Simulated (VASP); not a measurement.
A run of VASP 6.6.1 is set up as follows.

INCAR

```
SYSTEM = GaAs
PREC = Accurate
ENCUT = 600
EDIFF = 1E-7
ISMEAR = -1
SIGMA = 0.02
LREAL = .False.
LASPH = .True.
NELM = 60
ALGO = Normal
ISIF = 3
LWAVE = .False.
LCHARG = .False.
GGA = PS
IBRION = 2
NSW = 80
EDIFFG = -0.005
```

KPOINTS

```
Automatic mesh
0
Gamma
  8 8 8
  0 0 0
```

File POSCAR:

```
GaAs
1.0
    0.0000000000      2.8722543148      2.8722543148
    2.8722543148      0.0000000000      2.8722543148
    2.8722543148      2.8722543148      0.0000000000
Ga As
1 1
Direct
    0.0000000000      0.0000000000      0.0000000000
    0.2500000000      0.2500000000      0.2500000000
```

Potentials or basis: VASP PAW PBE potentials, release 64 (Ga_d, As).

Run with:

```console
$ cat potpaw_PBE.64/Ga_d/POTCAR potpaw_PBE.64/As/POTCAR > POTCAR
$ mpirun -np 1 vasp_std > vasp.out
```

Problem. Predict the space group after relaxing (to 0.1 Å).

Solution. F-43m (No. 216).

Problem. What does it give for the relaxed cell?

Solution. a = 4.004 Å, b = 4.004 Å, c = 4.004 Å, α = 60.00°, β = 60.00°, γ = 60.00°.

Final structure:
```yaml
crystal:
  lattice:
    - [0.00000, 2.83116, 2.83116]
    - [2.83116, 0.00000, 2.83116]
    - [2.83116, 2.83116, 0.00000]
  atoms:
    - { symbol: Ga, position: [0.00000, 0.00000, 0.00000] }
    - { symbol: As, position: [0.25000, 0.25000, 0.25000] }
```
